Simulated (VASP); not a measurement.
# Si in VASP: further runs

Runs on Si. Level: PBEsol. Tasks: single point.

Everything below comes from runs of VASP 6.6.1. Logs are shortened: lines on timing, memory, paths and dates and some standing lists are left out, and cuts for length are marked.

### Step 1. The cell of the first run

It takes space group I4_1/amd (No. 141, tetragonal). The conventional cell has a = 3.842 Å, b = 3.842 Å, c = 5.461 Å, α = 90.00°, β = 90.00°, γ = 90.00°. Within 3.1 Å of Si (site symmetry -4m2) lie 4 Si at 2.36 Å.

### Step 2. Single point, PBEsol (z stretched by +0.5 %, x and y held)

Input file INCAR:

```
PREC     = Accurate       # precision mode
ENCUT    = 520            # plane-wave cutoff, eV
EDIFF    = 1E-6           # SCF threshold, eV
ISMEAR   = 0              # smearing method
SIGMA    = 0.01           # smearing width, eV
LREAL    = F              # projectors in reciprocal space
LASPH    = T              # aspherical terms in the spheres
NELM     = 60             # most SCF steps
ALGO     = Normal         # electronic algorithm
ISIF     = 2              # what is computed and relaxed
LWAVE    = F              # write WAVECAR
LCHARG   = F              # write CHGCAR
GGA      = PS             # functional
NBANDS   = 11             # bands
```

Input file KPOINTS:

```
Automatic mesh
0
Gamma
  8 8 8
```

Input file POSCAR:

```
Si
1.0
    0.0000000000      2.7167280764      2.7303117168
    2.7167280764      0.0000000000      2.7303117168
    2.7167280764      2.7167280764      0.0000000000
Si
2
Direct
    0.2500000000      0.2500000000      0.2500000000
    0.0000000000      0.0000000000      0.0000000000
```

Potentials or basis: VASP PAW PBE potentials, release 64 (Si).

Command:

```
> cat potpaw_PBE.64/Si/POTCAR > POTCAR
> mpirun -np 1 vasp_std > vasp.out
```

OUTCAR:

```text
PREC = Accurate
   ENCUT = 520
   EDIFF = 1E-6
   ISMEAR = 0
   LREAL = F
   LASPH = T
   NELM = 60
   ISIF = 2
   GGA = PS

 ion  position               nearest neighbor table
   1  0.250  0.250  0.250-   2 2.36   2 2.36   2 2.36   2 2.36
   2  0.000  0.000  0.000-   1 2.36   1 2.36   1 2.36   1 2.36

  LATTYP: Found a body centered tetragonal cell.
 ALAT       =     3.8420336909
 C/A-ratio  =     1.4212846302

  Lattice vectors:

 A1 = (  -2.7167280764,   0.0000000000,   2.7303117168)
 A2 = (   2.7167280764,   0.0000000000,   2.7303117168)
 A3 = (   0.0000000000,   2.7167280764,  -2.7303117168)

Analysis of symmetry for initial positions (statically):
=====================================================================
 Subroutine PRICEL returns:
 Original cell was already a primitive cell.

 Routine SETGRP: Setting up the symmetry group for a
 body centered tetragonal supercell.

 Subroutine GETGRP returns: Found 16 space group operations
 (whereof  8 operations were pure point group operations)
 out of a pool of 16 trial point group operations.

The static configuration has the point symmetry D_2d.
 The point group associated with its full space group is D_4h.

Analysis of symmetry for dynamics (positions and initial velocities):
=====================================================================
 Subroutine PRICEL returns:
 Original cell was already a primitive cell.

 Routine SETGRP: Setting up the symmetry group for a
 body centered tetragonal supercell.

 Subroutine GETGRP returns: Found 16 space group operations
 (whereof  8 operations were pure point group operations)
 out of a pool of 16 trial point group operations.

The dynamic configuration has the point symmetry D_2d.
 The point group associated with its full space group is D_4h.

 Subroutine INISYM returns: Found 16 space group operations
 (whereof  8 operations are pure point group operations),
 and found     1 'primitive' translations

----------------------------------------------------------------------------------------

                                     Primitive cell

  volume of cell :      40.3027

  direct lattice vectors                    reciprocal lattice vectors
     0.000000000  2.716728076  2.730311717    -0.184044919  0.184044919  0.183129273
     2.716728076  0.000000000  2.730311717     0.184044919 -0.184044919  0.183129273
     2.716728076  2.716728076  0.000000000     0.184044919  0.184044919 -0.183129273

  length of vectors
     3.851650752  3.851650752  3.842033691     0.318247381  0.318247381  0.318247381

  position of ions in fractional coordinates (direct lattice)
     0.250000000  0.250000000  0.250000000
     0.000000000  0.000000000  0.000000000

  ion indices of the primitive-cell ions
   primitive index   ion index
                 1           1
                 2           2

----------------------------------------------------------------------------------------

 KPOINTS: Automatic mesh

Automatic generation of k-mesh.
 Grid dimensions read from file:
 generate k-points for:    8    8    8

 Generating k-lattice:

  Cartesian coordinates                     Fractional coordinates (reciprocal lattice)
    -0.023005615  0.023005615  0.022891159     0.125000000  0.000000000  0.000000000
     0.023005615 -0.023005615  0.022891159     0.000000000  0.125000000  0.000000000
     0.023005615  0.023005615 -0.022891159     0.000000000  0.000000000  0.125000000

  Length of vectors
     0.039780923  0.039780923  0.039780923

  Shift w.r.t. Gamma in fractional coordinates (k-lattice)
     0.000000000  0.000000000  0.000000000

 Subroutine IBZKPT returns following result:
 ===========================================

 Found     59 irreducible k-points:

 Following reciprocal coordinates:
            Coordinates               Weight
  0.000000  0.000000  0.000000      1.000000
  0.125000 -0.000000  0.000000      8.000000
  0.250000 -0.000000  0.000000      8.000000
  0.375000 -0.000000  0.000000      8.000000
  0.500000 -0.000000  0.000000      4.000000
  0.125000  0.125000  0.000000      2.000000
[... 16 lines left out ...]
  0.250000 -0.000000  0.125000     16.000000
  0.375000  0.000000  0.125000     16.000000
 [... further k-points ...]
   k-points           NKPTS =     59   k-points in BZ     NKDIM =     59   number of bands    NBANDS=     11
   number of dos      NEDOS =    301   number of ions     NIONS =      2
   total plane-waves  NPLWV =  27000
   dimension x,y,z NGX =    30 NGY =   30 NGZ =   30
   dimension x,y,z NGXF=    60 NGYF=   60 NGZF=   60
   ions per type =               2
   NGX,Y,Z   is equivalent  to a cutoff of  12.95, 12.95, 12.98 a.u.
   NGXF,Y,Z  is equivalent  to a cutoff of  25.90, 25.90, 25.96 a.u.
 SYSTEM =  unknown system
   PREC   = accura    normal or accurate (medium, high low for compatibility)
   ISTART =      0    job   : 0-new  1-cont  2-samecut
   ICHARG =      2    charge: 1-file 2-atom 10-const
   ISPIN  =      1    spin polarized calculation?
   LNONCOLLINEAR =      F non collinear calculations
   LSORBIT =      F    spin-orbit coupling
   LASPH  =      T    aspherical Exc in radial PAW
   ENCUT  =  520.0 eV  38.22 Ry    6.18 a.u.   7.16  7.16  7.14*2*pi/ulx,y,z
   NELM   =     60;   NELMIN=  2; NELMDL= -5     # of ELM steps
   EDIFF  = 0.1E-05   stopping-criterion for ELM
   LREAL  =      F    real-space projection
   EDIFFG = 0.1E-04   stopping-criterion for IOM
   NSW    =      0    number of steps for IOM
   IBRION =     -1    ionic relax: 0-MD 1-quasi-New 2-CG
   NFREE  =      0    steps in history (QN), initial steepest desc. (CG)
   ISIF   =      2    stress and relaxation
   ISYM   =      2    0-nonsym 1-usesym 2-fastsym
   POTIM  = 0.5000    time-step for ionic-motion
   TEBEG  =    0.0;   TEEND  =   0.0 temperature during run
   PSTRESS=    0.0 pullay stress
   NELECT =       8.0000    total number of electrons
   NUPDOWN=      -1.0000    fix difference up-down
   EMIN   =  10.00;   EMAX   =-10.00  energy-range for DOS
   EFERMI =   0.00;   METHOD = LEGACY
   ISMEAR =     0;   SIGMA  =   0.01  broadening in eV -4-tet -1-fermi 0-gaus
   EFERMI_NEDOS =   21; number of points for ismear=-14 and -15
   IALGO  =     38    algorithm
   IMIX   =      4    mixing-type and parameters
     AMIX     =   0.40;   BMIX     =  1.00
     AMIX_MAG =   1.60;   BMIX_MAG =  1.00
  volume/ion in A,a.u.               =      20.15       135.99
  Fermi-wavevector in a.u.,A,eV,Ry     =   0.954978  1.804646 12.408278  0.911983
  Thomas-Fermi vector in A             =   2.083774
   LORBIT       =      0    0 simple, 1 ext, 2 COOP (PROOUT), +10 PAW based schemes
   GGA     = PS    functional components
   LHFCALC =     F    Hartree Fock is set to
   AEXX    =    0.0000 exact exchange contribution
   IVDW    =     0    specifies the selected vdW correction
   LEPSILON=     F    determine dielectric tensor
   LRPA    =     F    only Hartree local field effects (RPA)
 non-spin polarized calculation
 Gauss-broadening in eV      SIGMA  =   0.01
  energy-cutoff  :      520.00
  volume of cell :       40.30
 maximum number of plane-waves:      1106
 NGX is ok and might be reduce to    30
   NGX = 15   NGY = 15   NGZ = 15

 number of electron       8.0000001 magnetization

 Free energy of the ion-electron system (eV)
  ---------------------------------------------------
  ext. energy  EPLUGINS =         0.00000000
  ---------------------------------------------------
  free energy    TOTEN  =       -11.48878476 eV

  energy without entropy =      -11.48878476  energy(sigma->0) =      -11.48878476

 E-fermi :   5.7892     XC(G=0):  -9.5280

 val. band max:        5.7375897006   @ k =   0.0000   0.0000   0.0000
 cond. band min:       6.2241617769   @ k =   0.3750   0.0000   0.3750
 fundamental gap:      0.4865720763
 Fermi energy:         5.7892221378

 k-point     1 :       0.0000    0.0000    0.0000
  band No.  band energies     occupation
      1      -6.2201      2.00000
      2       5.7025      2.00000
      3       5.7376      2.00000
      4       5.7376      2.00000
      5       8.2341      0.00000
      6       8.2341      0.00000
      7       8.2518      0.00000
      8       8.9756      0.00000
      9      13.3642      0.00000
     10      13.4092      0.00000
     11      13.4555      0.00000

 k-point     2 :       0.1250   -0.0000    0.0000
  band No.  band energies     occupation
      1      -6.0163      2.00000
      2       4.1150      2.00000
      3       5.4214      2.00000
      4       5.4491      2.00000
      5       8.1520      0.00000
      6       8.6610      0.00000
      7       8.6701      0.00000
      8      10.3373      0.00000
      9      12.8720      0.00000
     10      12.9432      0.00000
     11      14.2132      0.00000

 k-point     3 :       0.2500   -0.0000    0.0000
  band No.  band energies     occupation
      1      -5.4215      2.00000
      2       1.7855      2.00000
      3       4.9462      2.00000
      4       4.9829      2.00000
      5       7.6637      0.00000
      6       9.1715      0.00000
      7       9.1853      0.00000
      8      12.5199      0.00000
      9      12.8435      0.00000
     10      12.8638      0.00000
     11      14.4880      0.00000
[... 267 lines left out ...]
 k-point    23 :       0.2500   -0.0000    0.1250
  band No.  band energies     occupation
      1      -5.4781      2.00000
      2       2.4930      2.00000
      3       4.3915      2.00000
      4       4.4779      2.00000
      5       7.7872      0.00000
      6       9.3680      0.00000
      7      10.1429      0.00000
      8      10.3881      0.00000
      9      13.1501      0.00000
     10      13.8501      0.00000
     11      15.5242      0.00000

 k-point    24 :       0.3750    0.0000    0.1250
  band No.  band energies     occupation
      1      -4.6631      2.00000
      2       0.4299      2.00000
      3       3.8867      2.00000
      4       4.1252      2.00000
      5       7.8773      0.00000
      6       9.3100      0.00000
      7      10.1243      0.00000
      8      11.0828      0.00000
      9      14.9064      0.00000
     10      14.9863      0.00000
     11      15.5364      0.00000

 [... further k-points ...]

------------------------ aborting loop because EDIFF is reached ----------------------------------------

  FORCE on cell =-STRESS in cart. coord.  units (eV):
  Direction    XX          YY          ZZ          XY          YZ          ZX
  --------------------------------------------------------------------------------------
  -------------------------------------------------------------------------------------
  Total       -0.0454542     -0.0454542     -0.1646167      0.0000000      0.0000000      0.0000000
  in kB       -1.8069674     -1.8069674     -6.5440994      0.0000000      0.0000000      0.0000000
  external PRESSURE =      -3.3860114 kB  Pullay stress =       0.0000000 kB

 VOLUME and BASIS-vectors are now :
 -----------------------------------------------------------------------------
  energy-cutoff  :      520.00
  volume of cell :       40.30
      direct lattice vectors                 reciprocal lattice vectors
     0.000000000  2.716728076  2.730311717    -0.184044919  0.184044919  0.183129273
     2.716728076  0.000000000  2.730311717     0.184044919 -0.184044919  0.183129273
     2.716728076  2.716728076  0.000000000     0.184044919  0.184044919 -0.183129273

 POSITION                                       TOTAL-FORCE (eV/Angst)
 -----------------------------------------------------------------------------------
      1.35836      1.35836      1.36516        -0.000000     -0.000000      0.000000
      0.00000      0.00000      0.00000         0.000000      0.000000     -0.000000
 -----------------------------------------------------------------------------------
    total drift:                               -0.000000     -0.000000     -0.000000

  FREE ENERGIE OF THE ION-ELECTRON SYSTEM (eV)
  ---------------------------------------------------
  free  energy   TOTEN  =       -11.4887847594 eV

  energy  without entropy=      -11.4887847594  energy(sigma->0) =      -11.48878476
```

Run time: 11 s. Hardware: 1 thread of Intel Xeon 6975P-C (Granite Rapids), shared host; peak memory 0.16 GiB.

Results:

```yaml
Free_energy: -11.4888 eV
Pressure: -0.3 GPa
Band_gap_on_the_k_mesh: 0.49 eV, indirect (least direct gap 2.50 eV)
```

Levels at points of the mesh, in eV from the valence-band top:
| k point | band 1 | band 2 | band 3 | band 4 | band 5 | band 6 | band 7 | band 8 |
| --- | --- | --- | --- | --- | --- | --- | --- | --- |
| (0.00, 0.00, 0.00) | -11.96 | -0.04 | 0.00 | 0.00 | 2.50 | 2.50 | 2.51 | 3.24 |
| (0.50, 0.00, 0.00) | -9.62 | -7.00 | -1.23 | -1.19 | 1.43 | 3.24 | 3.28 | 7.49 |
| (0.50, 0.50, 0.00) | -7.84 | -7.84 | -2.84 | -2.84 | 0.62 | 0.62 | 10.00 | 10.00 |
| (0.50, 0.00, 0.50) | -7.81 | -7.81 | -2.88 | -2.88 | 0.58 | 0.58 | 9.99 | 9.99 |

Caveat: the cell differs from its parent crystal (z stretched by +0.5 %, x and y held); the PAW data sets were made with another functional, which shifts forces and pressure a little.

### Step 3. Single point, PBEsol (equal xy, yz and zx engineering shears of -0.5 %)

Input file INCAR:

```
SYSTEM = Si
PREC = Accurate ; ENCUT = 520
EDIFF = 1E-6 ; ISMEAR = 0
SIGMA = 0.01 ; LREAL = .False.
LASPH = .True. ; NELM = 60
ALGO = Normal ; ISIF = 2
LWAVE = .False. ; LCHARG = .False.
GGA = PS ; NBANDS = 11
```

Input file KPOINTS:

```
Automatic mesh
0
Gamma
  8 8 8
  0 0 0
```

Input file POSCAR:

```
Si
1.0
   -0.0135836404      2.7099362562      2.7099362562
    2.7099362562     -0.0135836404      2.7099362562
    2.7099362562      2.7099362562     -0.0135836404
Si
2
Direct
    0.2503416011      0.2503416011      0.2503416011
   -0.0003416011     -0.0003416011     -0.0003416011
```

Potentials or basis: VASP PAW PBE potentials, release 64 (Si).

Command:

```
> cat potpaw_PBE.64/Si/POTCAR > POTCAR
> mpirun -np 1 vasp_std > vasp.out
```

It took 12 s on 1 thread of Intel Xeon 6975P-C (Granite Rapids), shared host; peak memory 0.17 GiB.

It converged, with:

```yaml
Free_energy: -11.4884 eV
Pressure: 0.1 GPa
Band_gap_on_the_k_mesh: 0.46 eV, indirect (least direct gap 2.44 eV)
```

Stress tensor (GPa, compression positive):
```
0.13 0.37 0.37
0.37 0.13 0.37
0.37 0.37 0.13
```

Levels at points of the mesh, in eV from the valence-band top:
| k point | band 1 | band 2 | band 3 | band 4 | band 5 | band 6 | band 7 | band 8 | band 9 |
| --- | --- | --- | --- | --- | --- | --- | --- | --- | --- |
| (0.00, 0.00, 0.00) | -12.03 | -0.07 | -0.07 | 0.00 | 2.44 | 2.44 | 2.51 | 3.27 | 7.64 |
| (0.50, 0.00, 0.00) | -9.69 | -7.06 | -1.25 | -1.22 | 1.44 | 3.22 | 3.26 | 7.48 | 10.39 |
| (0.50, 0.50, 0.00) | -7.88 | -7.86 | -2.95 | -2.88 | 0.51 | 0.58 | 9.98 | 10.02 | 10.88 |
| (0.50, 0.50, 0.50) | -9.64 | -7.04 | -1.29 | -1.29 | 1.34 | 3.19 | 3.19 | 7.41 | 10.50 |

Caveat: the cell differs from its parent crystal (equal xy, yz and zx engineering shears of -0.5 %); the PAW data sets were made with another functional, which shifts forces and pressure a little.

### Step 4. Single point, PBEsol (equal xy, yz and zx engineering shears of +0.5 %)

Input file INCAR:

```
PREC     = Accurate       # precision mode
ENCUT    = 520            # plane-wave cutoff, eV
EDIFF    = 1E-6           # SCF threshold, eV
ISMEAR   = 0              # smearing method
SIGMA    = 0.01           # smearing width, eV
LREAL    = False          # projectors in reciprocal space
LASPH    = True           # aspherical terms in the spheres
NELM     = 80             # most SCF steps
ALGO     = Normal         # electronic algorithm
ISIF     = 2              # what is computed and relaxed
LWAVE    = False          # write WAVECAR
LCHARG   = True           # write CHGCAR
GGA      = PS             # functional
LELF     = True           # ELF
LVHAR    = True         
NBANDS   = 11             # bands
```

Input file KPOINTS:

```
Automatic mesh
0
Gamma
  8 8 8
```

Input file POSCAR:

```
Si
1.0
    0.0135836404      2.7235198966      2.7235198966
    2.7235198966      0.0135836404      2.7235198966
    2.7235198966      2.7235198966      0.0135836404
Si
2
Direct
    0.2496672941      0.2496672941      0.2496672941
    0.0003327059      0.0003327059      0.0003327059
```

Command:

```
> cat potpaw_PBE.64/Si/POTCAR > POTCAR
> mpirun -np 1 vasp_std > vasp.out
```

Run time: 13 s. Hardware: 1 thread of Intel Xeon 6975P-C (Granite Rapids), shared host; peak memory 0.16 GiB.

It converged, with:

* Free energy: -11.4884 eV
* Pressure: 0.1 GPa
* Band gap on the k mesh: 0.48 eV, indirect (least direct gap 2.43 eV)

Stress tensor (GPa, compression positive):
```
 0.13 -0.37 -0.37
-0.37  0.13 -0.37
-0.37 -0.37  0.13
```

Levels at points of the mesh, in eV from the valence-band top:
```
           k point  band 1  band 2  band 3  band 4  band 5  band 6  band 7  band 8
(0.00, 0.00, 0.00)  -12.00   -0.07    0.00    0.00    2.43    2.52    2.52    3.29
(0.50, 0.00, 0.00)   -9.65   -7.03   -1.26   -1.22    1.41    3.22    3.26    7.47
(0.50, 0.50, 0.00)   -7.86   -7.84   -2.93   -2.86    0.53    0.60   10.01   10.04
(0.50, 0.50, 0.50)   -9.70   -7.05   -1.18   -1.18    1.51    3.28    3.28    7.54
```

Caveat: the cell differs from its parent crystal (equal xy, yz and zx engineering shears of +0.5 %); the PAW data sets were made with another functional, which shifts forces and pressure a little. A k mesh can miss the band edges.

### Step 5. Summary

| cell | gap on the mesh (eV) | pressure (GPa) |
| --- | --- | --- |
| a = 3.852, b = 3.852, c = 3.842 Å, angles 60.1, 60.1, 59.8°, 2 atoms | 0.49 | -0.3 |
| a = 3.832 Å, angles 60.3°, 2 atoms | 0.46 | 0.1 |
| a = 3.852 Å, angles 59.7°, 2 atoms | 0.48 | 0.1 |

Alike in all rows: task single point; level PBEsol; potentials or basis VASP PAW PBE potentials, release 64 (Si); no spin polarisation; k mesh 8 × 8 × 8; cutoff (eV) 520; smearing gaussian 0.01 eV.

Caveats: the PAW data sets were made with another functional, which shifts forces and pressure a little.

Absolute energies hang on the potentials; compare differences alone.
